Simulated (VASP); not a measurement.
W3O: single point with PBE

Crystal: W3O.

```xyz
8
Lattice="5.0799 0.0000 0.0000 0.0000 5.0799 0.0000 0.0000 0.0000 4.4937" Properties=species:S:1:pos:R:3 pbc="T T T"
W     2.5399    3.8099    0.0000
W     0.0000    2.5399    3.3703
W     1.2700    0.0000    2.2469
W     2.5399    1.2700    0.0000
W     0.0000    2.5399    1.1234
W     3.8099    0.0000    2.2469
O     2.5399    2.5399    2.2469
O     0.0000    0.0000    0.0000
```

This cell differs from its parent crystal: strain +0.040 along x and y, -0.080 along z.

```json
{"Program": "VASP 6.6.1", "Task": "single point", "Functional": "PBE", "Potentials or basis": "VASP PAW PBE potentials, release 64 (W_sv, O)", "Cutoff": "520 eV", "k mesh": "8 × 8 × 8", "Occupations": "gaussian, width 0.15 eV", "Spin": "no spin polarisation", "Dipole correction": "no", "Further INCAR settings": "ALGO = Fast; EDIFF = 1e-06; NBANDS = 58"}
```

| Item | Value |
| --- | --- |
| Pressure | 4.1 GPa |
| Largest force | 0.618 eV/Å |
| Band gap on the k mesh | zero (bands 48 and 49 overlap by 0.70 eV) |

Forces on the atoms (eV/Å):
```
W    0.000  0.618  0.000
W    0.000  0.000  0.000
W    0.618  0.000  0.000
W    0.000 -0.618  0.000
W    0.000  0.000  0.000
W   -0.618  0.000  0.000
O    0.000  0.000  0.000
O    0.000  0.000  0.000
```

Stress tensor (GPa, compression positive):
```
-2.79  0.00  0.00
 0.00 -2.79  0.00
 0.00  0.00 17.97
```

Levels at points of the mesh, in eV from the Fermi level:
| k point | band 44 | band 45 | band 46 | band 47 | band 48 | band 49 | band 50 | band 51 | band 52 | band 53 |
| --- | --- | --- | --- | --- | --- | --- | --- | --- | --- | --- |
| (0.00, 0.00, 0.00) | -1.35 | -1.19 | -0.58 | -0.34 | -0.34 | 1.08 | 1.08 | 1.38 | 1.87 | 2.50 |
| (0.50, 0.00, 0.00) | -1.65 | -1.21 | -0.95 | 0.25 | 0.33 | 0.60 | 0.99 | 1.34 | 1.82 | 1.98 |
| (0.50, 0.50, 0.00) | -0.91 | -0.91 | -0.90 | -0.90 | -0.37 | -0.37 | 0.12 | 0.27 | 0.51 | 1.30 |
| (0.00, 0.00, 0.50) | -2.09 | -0.30 | -0.30 | 0.06 | 0.06 | 0.51 | 0.51 | 0.73 | 0.73 | 1.64 |
| (0.50, 0.00, 0.50) | -0.96 | -0.60 | -0.40 | -0.40 | -0.33 | -0.32 | 0.51 | 0.56 | 0.62 | 0.74 |
| (0.50, 0.50, 0.50) | -1.16 | -1.00 | -1.00 | -0.71 | -0.71 | 0.27 | 0.27 | 0.35 | 0.35 | 0.89 |

It took 15 min on 1 thread of Oxide Virtual Turin-like Processor (shared host), peak memory 0.44 GiB.

Caveat: the cell differs from its parent crystal (strain +0.040 along x and y, -0.080 along z); the stress differs along the axes, from -3 to 18 GPa; spin-orbit coupling is left out, which moves the levels of the heavy elements.
